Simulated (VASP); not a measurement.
# Dy3GaS2 (P-6m2) in VASP: notebook

Dy3GaS2 is run at these levels: PBE; tasks: single point.

All numbers are computed with VASP 6.6.1; they aren't measurements. Logs are shortened: lines on timing, memory, paths and dates and some standing lists are left out, and cuts for length are marked.

## (1) The cell of the first run

It takes space group P-6m2 (No. 187, hexagonal). The conventional cell has a = 3.719 Å, b = 3.719 Å, c = 11.398 Å, α = 90.00°, β = 90.00°, γ = 120.00°. Within 3.8 Å of Dy (site symmetry 3m) lie 3 S at 2.84 Å and 3 Ga at 2.98 Å and 7 Dy at 3.63 to 3.72 Å. Within 3.8 Å of Dy (site symmetry -6m2) lie 6 S at 2.79 Å and 8 Dy at 3.63 to 3.72 Å. Ga (site symmetry -6m2) has 6 Dy at 2.98 Å and 6 Ga at 3.72 Å and 2 S at 3.93 Å within 4.0 Å. Within 4.0 Å of S (site symmetry 3m) lie 6 Dy at 2.79 to 2.84 Å and 7 S at 3.55 to 3.72 Å and 1 Ga at 3.93 Å.

The cell was built from a structure type or drawn by symmetry, and may not be a known phase.

## (2) Single point, PBE

Input file INCAR:

```
SYSTEM = Dy3GaS2
PREC     = Accurate       ! precision mode
ENCUT    = 500            ! plane-wave cutoff, eV
EDIFF    = 1E-6           ! SCF threshold, eV
ISMEAR   = 0              ! smearing method
SIGMA    = 0.2            ! smearing width, eV
LREAL    = .False.        ! projectors in reciprocal space
LASPH    = .True.         ! aspherical terms in the spheres
NELM     = 200            ! most SCF steps
ALGO     = Normal         ! electronic algorithm
ISIF     = 2              ! what is computed and relaxed
LWAVE    = .False.        ! write WAVECAR
LCHARG   = .False.        ! write CHGCAR
GGA      = PE             ! functional
NBANDS   = 35             ! bands
GGA_COMPAT= .False.      
LMAXMIX  = 6              ! l up to which the mixer works
```

Input file KPOINTS:

```
regular mesh
0
Gamma
  4 4 2
  0 0 0
```

Input file POSCAR:

```
Dy3GaS2
1.0
    3.7192831270      0.0000000000      0.0000000000
   -1.8596415635      3.2209936719      0.0000000000
    0.0000000000      0.0000000000     11.3980773921
Dy Ga S
3 1 2
Direct
    0.0000000000      0.0000000000      0.3187915298
    0.0000000000      0.0000000000      0.6812084702
    0.0000000000      0.0000000000      0.0000000000
    0.3333333333      0.6666666667      0.5000000000
    0.3333333333      0.6666666667      0.8443918788
    0.3333333333      0.6666666667      0.1556081212
```

Potentials or basis: VASP PAW PBE potentials, release 64 (Dy_3, Ga_d, S), 4f in core.

Run with:

```
$ cat potpaw_PBE.64/Dy_3/POTCAR potpaw_PBE.64/Ga_d/POTCAR potpaw_PBE.64/S/POTCAR > POTCAR
$ mpirun -np 1 vasp_std > vasp.out
```

OUTCAR:

```text
SYSTEM = Dy3GaS2
   PREC = Accurate
   ENCUT = 500
   EDIFF = 1E-6
   ISMEAR = 0
   LREAL = .False.
   LASPH = .True.
   NELM = 200
   ISIF = 2
   GGA = PE

 ion  position               nearest neighbor table
   1  0.000  0.000  0.319-   6 2.84   6 2.84   6 2.84   4 2.98   4 2.98   4 2.98   3 3.63
   2  0.000  0.000  0.681-   5 2.84   5 2.84   5 2.84   4 2.98   4 2.98   4 2.98   3 3.63
   3  0.000  0.000  0.000-   5 2.79   6 2.79   5 2.79   6 2.79   5 2.79   6 2.79   1 3.63   2 3.63

   4  0.333  0.667  0.500-   1 2.98   2 2.98   1 2.98   2 2.98   1 2.98   2 2.98
   5  0.333  0.667  0.844-   3 2.79   3 2.79   3 2.79   2 2.84   2 2.84   2 2.84
   6  0.333  0.667  0.156-   3 2.79   3 2.79   3 2.79   1 2.84   1 2.84   1 2.84

  LATTYP: Found a hexagonal cell.
 ALAT       =     3.7192831270
 C/A-ratio  =     3.0645898693

  Lattice vectors:

 A1 = (   3.7192831270,   0.0000000000,   0.0000000000)
 A2 = (  -1.8596415635,   3.2209936719,   0.0000000000)
 A3 = (   0.0000000000,   0.0000000000,  11.3980773921)

Analysis of symmetry for initial positions (statically):
=====================================================================
 Subroutine PRICEL returns:
 Original cell was already a primitive cell.

 Routine SETGRP: Setting up the symmetry group for a
 hexagonal supercell.

 Subroutine GETGRP returns: Found 12 space group operations
 (whereof 12 operations were pure point group operations)
 out of a pool of 24 trial point group operations.

The static configuration has the point symmetry D_3h.

Analysis of symmetry for dynamics (positions and initial velocities):
=====================================================================
 Subroutine PRICEL returns:
 Original cell was already a primitive cell.

 Routine SETGRP: Setting up the symmetry group for a
 hexagonal supercell.

 Subroutine GETGRP returns: Found 12 space group operations
 (whereof 12 operations were pure point group operations)
 out of a pool of 24 trial point group operations.

The dynamic configuration has the point symmetry D_3h.

 Subroutine INISYM returns: Found 12 space group operations
 (whereof 12 operations are pure point group operations),
 and found     1 'primitive' translations

----------------------------------------------------------------------------------------

                                     Primitive cell

  volume of cell :     136.5465

  direct lattice vectors                    reciprocal lattice vectors
     3.719283127  0.000000000  0.000000000     0.268869017  0.155231600  0.000000000
    -1.859641564  3.220993672  0.000000000     0.000000000  0.310463199  0.000000000
     0.000000000  0.000000000 11.398077392     0.000000000  0.000000000  0.087734095

  length of vectors
     3.719283127  3.719283127 11.398077392     0.310463199  0.310463199  0.087734095

  position of ions in fractional coordinates (direct lattice)
     0.000000000  0.000000000  0.318791530
     0.000000000  0.000000000  0.681208470
     0.000000000  0.000000000  0.000000000
     0.333333333  0.666666667  0.500000000
     0.333333333  0.666666667  0.844391879
     0.333333333  0.666666667  0.155608121

  ion indices of the primitive-cell ions
   primitive index   ion index
                 1           1
                 2           2
                 3           3
                 4           4
                 5           5
                 6           6

----------------------------------------------------------------------------------------

 KPOINTS: regular mesh

Automatic generation of k-mesh.
 Grid dimensions read from file:
 generate k-points for:    4    4    2

 Generating k-lattice:

  Cartesian coordinates                     Fractional coordinates (reciprocal lattice)
     0.067217254  0.038807900  0.000000000     0.250000000  0.000000000  0.000000000
     0.000000000  0.077615800  0.000000000     0.000000000  0.250000000  0.000000000
     0.000000000  0.000000000  0.043867047     0.000000000  0.000000000  0.500000000

  Length of vectors
     0.077615800  0.077615800  0.043867047

  Shift w.r.t. Gamma in fractional coordinates (k-lattice)
     0.000000000  0.000000000  0.000000000

 Subroutine IBZKPT returns following result:
 ===========================================

 Found      8 irreducible k-points:

 Following reciprocal coordinates:
            Coordinates               Weight
  0.000000  0.000000  0.000000      1.000000
  0.250000  0.000000  0.000000      6.000000
  0.500000  0.000000  0.000000      3.000000
  0.250000  0.250000  0.000000      6.000000
  0.000000  0.000000  0.500000      1.000000
  0.250000  0.000000  0.500000      6.000000
  0.500000  0.000000  0.500000      3.000000
  0.250000  0.250000  0.500000      6.000000
   k-points           NKPTS =      8   k-points in BZ     NKDIM =      8   number of bands    NBANDS=     35
   number of dos      NEDOS =    301   number of ions     NIONS =      6
   total plane-waves  NPLWV =  65856
   dimension x,y,z NGX =    28 NGY =   28 NGZ =   84
   dimension x,y,z NGXF=    56 NGYF=   56 NGZF=  168
   ions per type =               3   1   2
   NGX,Y,Z   is equivalent  to a cutoff of  12.52, 12.52, 12.25 a.u.
   NGXF,Y,Z  is equivalent  to a cutoff of  25.03, 25.03, 24.50 a.u.
 SYSTEM =  Dy3GaS2
   PREC   = accura    normal or accurate (medium, high low for compatibility)
   ISTART =      0    job   : 0-new  1-cont  2-samecut
   ICHARG =      2    charge: 1-file 2-atom 10-const
   ISPIN  =      1    spin polarized calculation?
   LNONCOLLINEAR =      F non collinear calculations
   LSORBIT =      F    spin-orbit coupling
   LASPH  =      T    aspherical Exc in radial PAW
   ENCUT  =  500.0 eV  36.75 Ry    6.06 a.u.   6.78  6.78 20.78*2*pi/ulx,y,z
   NELM   =    200;   NELMIN=  2; NELMDL= -5     # of ELM steps
   EDIFF  = 0.1E-05   stopping-criterion for ELM
   LREAL  =      F    real-space projection
   EDIFFG = 0.1E-04   stopping-criterion for IOM
   NSW    =      0    number of steps for IOM
   IBRION =     -1    ionic relax: 0-MD 1-quasi-New 2-CG
   NFREE  =      0    steps in history (QN), initial steepest desc. (CG)
   ISIF   =      2    stress and relaxation
   ISYM   =      2    0-nonsym 1-usesym 2-fastsym
   POTIM  = 0.5000    time-step for ionic-motion
   TEBEG  =    0.0;   TEEND  =   0.0 temperature during run
   PSTRESS=    0.0 pullay stress
   NELECT =      52.0000    total number of electrons
   NUPDOWN=      -1.0000    fix difference up-down
   EMIN   =  10.00;   EMAX   =-10.00  energy-range for DOS
   EFERMI =   0.00;   METHOD = LEGACY
   ISMEAR =     0;   SIGMA  =   0.20  broadening in eV -4-tet -1-fermi 0-gaus
   EFERMI_NEDOS =   21; number of points for ismear=-14 and -15
   IALGO  =     38    algorithm
   IMIX   =      4    mixing-type and parameters
     AMIX     =   0.40;   BMIX     =  1.00
     AMIX_MAG =   1.60;   BMIX_MAG =  1.00
  volume/ion in A,a.u.               =      22.76       153.58
  Fermi-wavevector in a.u.,A,eV,Ry     =   1.186631  2.242408 19.158272  1.408093
  Thomas-Fermi vector in A             =   2.322800
   LORBIT       =      0    0 simple, 1 ext, 2 COOP (PROOUT), +10 PAW based schemes
   GGA     = PE    functional components
   LHFCALC =     F    Hartree Fock is set to
   AEXX    =    0.0000 exact exchange contribution
   IVDW    =     0    specifies the selected vdW correction
   LEPSILON=     F    determine dielectric tensor
   LRPA    =     F    only Hartree local field effects (RPA)
 non-spin polarized calculation
 Gauss-broadening in eV      SIGMA  =   0.20
  energy-cutoff  :      500.00
  volume of cell :      136.55
 maximum number of plane-waves:      3486
 NGX is ok and might be reduce to    28
   NGX = 13   NGY = 13   NGZ = 41

 number of electron      52.0000006 magnetization

 Free energy of the ion-electron system (eV)
  ---------------------------------------------------
  ext. energy  EPLUGINS =         0.00000000
  ---------------------------------------------------
  free energy    TOTEN  =       -32.84408313 eV

  energy without entropy =      -32.80253558  energy(sigma->0) =      -32.82330935

 E-fermi :   5.0882     XC(G=0): -10.4059

 val. band max:        5.0054724447   @ k =   0.5000   0.0000   0.5000
 cond. band min:       5.2505031735   @ k =   0.0000   0.0000   0.5000
 fundamental gap:      0.2450307288
 Fermi energy:         5.0882395935

 k-point     1 :       0.0000    0.0000    0.0000
  band No.  band energies     occupation
      1     -18.6963      2.00000
      2     -18.4788      2.00000
      3     -18.3935      2.00000
      4     -18.3935      2.00000
      5     -18.3368      2.00000
      6     -18.3085      2.00000
[... 27 lines left out ...]
     34       7.2724      0.00000
     35       8.4947      0.00000

 k-point     2 :       0.2500    0.0000    0.0000
  band No.  band energies     occupation
      1     -18.6354      2.00000
      2     -18.6111      2.00000
      3     -18.4950      2.00000
      4     -18.4908      2.00000
      5     -18.4388      2.00000
      6     -18.4327      2.00000
[... 27 lines left out ...]
     34       8.2613      0.00000
     35       8.5077      0.00000

 k-point     3 :       0.5000    0.0000    0.0000
  band No.  band energies     occupation
      1     -18.8125      2.00000
      2     -18.6728      2.00000
      3     -18.6713      2.00000
      4     -18.5664      2.00000
      5     -18.4835      2.00000
      6     -18.3917      2.00000
[... 27 lines left out ...]
     34       9.7054      0.00000
     35       9.7782      0.00000

 k-point     4 :       0.2500    0.2500    0.0000
  band No.  band energies     occupation
      1     -18.7379      2.00000
      2     -18.6084      2.00000
      3     -18.6043      2.00000
      4     -18.5638      2.00000
      5     -18.5628      2.00000
      6     -18.4623      2.00000
[... 27 lines left out ...]
     34       8.8512      0.00000
     35       9.2852      0.00000

 k-point     5 :       0.0000    0.0000    0.5000
  band No.  band energies     occupation
      1     -18.7093      2.00000
      2     -18.4262      2.00000
      3     -18.3934      2.00000
      4     -18.3934      2.00000
      5     -18.3766      2.00000
      6     -18.3104      2.00000
[... 27 lines left out ...]
     34       8.1549      0.00000
     35       8.1639      0.00000

 k-point     6 :       0.2500    0.0000    0.5000
  band No.  band energies     occupation
      1     -18.6464      2.00000
      2     -18.6105      2.00000
      3     -18.4975      2.00000
      4     -18.4898      2.00000
      5     -18.4387      2.00000
      6     -18.3850      2.00000
[... 27 lines left out ...]
     34       8.0405      0.00000
     35       8.3429      0.00000

 k-point     7 :       0.5000    0.0000    0.5000
  band No.  band energies     occupation
      1     -18.8120      2.00000
      2     -18.6812      2.00000
      3     -18.6633      2.00000
      4     -18.5770      2.00000
      5     -18.4835      2.00000
      6     -18.3940      2.00000
[... 27 lines left out ...]
     34       9.3548      0.00000
     35       9.5660      0.00000

 k-point     8 :       0.2500    0.2500    0.5000
  band No.  band energies     occupation
      1     -18.7375      2.00000
      2     -18.6154      2.00000
      3     -18.5974      2.00000
      4     -18.5747      2.00000
      5     -18.5627      2.00000
      6     -18.4660      2.00000
[... 27 lines left out ...]
     34       9.0030      0.00000
     35       9.1703      0.00000

------------------------ aborting loop because EDIFF is reached ----------------------------------------

  FORCE on cell =-STRESS in cart. coord.  units (eV):
  Direction    XX          YY          ZZ          XY          YZ          ZX
  --------------------------------------------------------------------------------------
  -------------------------------------------------------------------------------------
  Total        0.5116199      0.5116199      0.6354417      0.0000000      0.0000000     -0.0000000
  in kB        6.0031240      6.0031240      7.4559946      0.0000000      0.0000000     -0.0000000
  external PRESSURE =       6.4874142 kB  Pullay stress =       0.0000000 kB

 VOLUME and BASIS-vectors are now :
 -----------------------------------------------------------------------------
  energy-cutoff  :      500.00
  volume of cell :      136.55
      direct lattice vectors                 reciprocal lattice vectors
     3.719283127  0.000000000  0.000000000     0.268869017  0.155231600  0.000000000
    -1.859641564  3.220993672  0.000000000     0.000000000  0.310463199  0.000000000
     0.000000000  0.000000000 11.398077392     0.000000000  0.000000000  0.087734095

 POSITION                                       TOTAL-FORCE (eV/Angst)
 -----------------------------------------------------------------------------------
      0.00000      0.00000      3.63361        -0.000000      0.000000     -0.006166
      0.00000      0.00000      7.76447        -0.000000      0.000000      0.006166
      0.00000      0.00000      0.00000        -0.000000      0.000000      0.000000
     -0.00000      2.14733      5.69904         0.000000      0.000000      0.000000
     -0.00000      2.14733      9.62444        -0.000000     -0.000000     -0.032749
     -0.00000      2.14733      1.77363        -0.000000     -0.000000      0.032749
 -----------------------------------------------------------------------------------
    total drift:                               -0.000002      0.000001     -0.000000

  FREE ENERGIE OF THE ION-ELECTRON SYSTEM (eV)
  ---------------------------------------------------
  free  energy   TOTEN  =       -32.8440831287 eV

  energy  without entropy=      -32.8025355797  energy(sigma->0) =      -32.82330935
```

Wall time 34 s (1 thread of Intel Xeon Platinum 8488C (Sapphire Rapids), shared host); peak memory 0.25 GiB.

What came out:

```yaml
Free_energy: -32.8441 eV
Pressure: 0.6 GPa
Largest_force: 0.033 eV/Å
Band_gap_on_the_k_mesh: zero (bands 26 and 27 overlap by 1.12 eV)
```

Forces on the atoms (eV/Å):
```
Dy   0.000  0.000 -0.006
Dy   0.000  0.000  0.006
Dy   0.000  0.000  0.000
Ga   0.000  0.000  0.000
S    0.000  0.000 -0.033
S    0.000  0.000  0.033
```

Caveat: the k points lie up to 0.49 Å⁻¹ apart, too coarse for converged energies and pressures of a metal; spin-orbit coupling is left out, which moves the levels of the heavy elements; the 4f electrons are frozen in the core, so they carry no moment and show no levels; the run has no spin polarisation, though such a crystal can be magnetic.

## (3) Single point, PBE

This run uses another cell than the first one, of 23.24 Å³/atom.

Input file INCAR:

```
SYSTEM = Dy3GaS2
ALGO = Normal ; EDIFF = 1E-6
ENCUT = 500 ; GGA = PE
GGA_COMPAT = .False. ; ISIF = 2
ISMEAR = 0 ; LASPH = .True.
LCHARG = .False. ; LMAXMIX = 6
LREAL = .False. ; LWAVE = .False.
NBANDS = 35 ; NELM = 200
PREC = Accurate ; SIGMA = 0.2
```

Input file KPOINTS:

```
k-points
0
Gamma
  4 4 2
  0 0 0
```

Input file POSCAR:

```
Dy3GaS2
1.0
    3.8096536622     -0.0000000024      0.0000000000
   -1.9048268291      3.2992568523      0.0000000000
    0.0000000000      0.0000000000     11.0937497895
Dy Ga S
3 1 2
Direct
    0.3333333333      0.6666666667      0.6786924486
    0.3333333333      0.6666666667      0.3213075514
    0.3333333333      0.6666666667      0.0000000000
    0.6666666667      0.3333333333      0.5000000000
    0.0000000000      0.0000000000      0.8395512321
    0.0000000000      0.0000000000      0.1604487679
```

Potentials or basis: VASP PAW PBE potentials, release 64 (Dy_3, Ga_d, S), 4f in core.

Run with:

```
$ cat potpaw_PBE.64/Dy_3/POTCAR potpaw_PBE.64/Ga_d/POTCAR potpaw_PBE.64/S/POTCAR > POTCAR
$ mpirun -np 1 vasp_std > vasp.out
```

Wall time 31 s (1 thread of Intel Xeon Platinum 8488C (Sapphire Rapids), shared host); peak memory 0.25 GiB.

It converged, with:

```
Free energy            : -33.1481 eV
Pressure               : -0.3 GPa
Largest force          : 0.033 eV/Å
Band gap on the k mesh : zero (bands 26 and 27 overlap by 0.80 eV)
```

Forces on the atoms (eV/Å):
```
Dy   0.000  0.000 -0.001
Dy   0.000  0.000  0.001
Dy   0.000  0.000  0.000
Ga   0.000  0.000  0.000
S    0.000  0.000  0.033
S    0.000  0.000 -0.033
```

Levels at points of the mesh, in eV from the Fermi level:
```csv
k point,band 24,band 25,band 26,band 27,band 28,band 29
"(0.00, 0.00, 0.00)",-1.10,-1.09,0.76,0.76,1.42,1.43
"(0.50, 0.00, 0.00)",-2.20,-0.92,-0.88,0.35,0.58,1.13
"(0.00, 0.00, 0.50)",-2.29,0.20,0.43,1.08,1.08,1.13
"(0.50, 0.00, 0.50)",-2.15,-1.15,-0.42,-0.04,0.48,1.06
```

Caveat: the k points lie up to 0.48 Å⁻¹ apart, too coarse for converged energies and pressures of a metal; spin-orbit coupling is left out, which moves the levels of the heavy elements; the 4f electrons are frozen in the core, so they carry no moment and show no levels; the run has no spin polarisation, though such a crystal can be magnetic. With open d or f shells a metallic result of PBE can be an artefact of self-interaction; +U or a hybrid may open a gap.
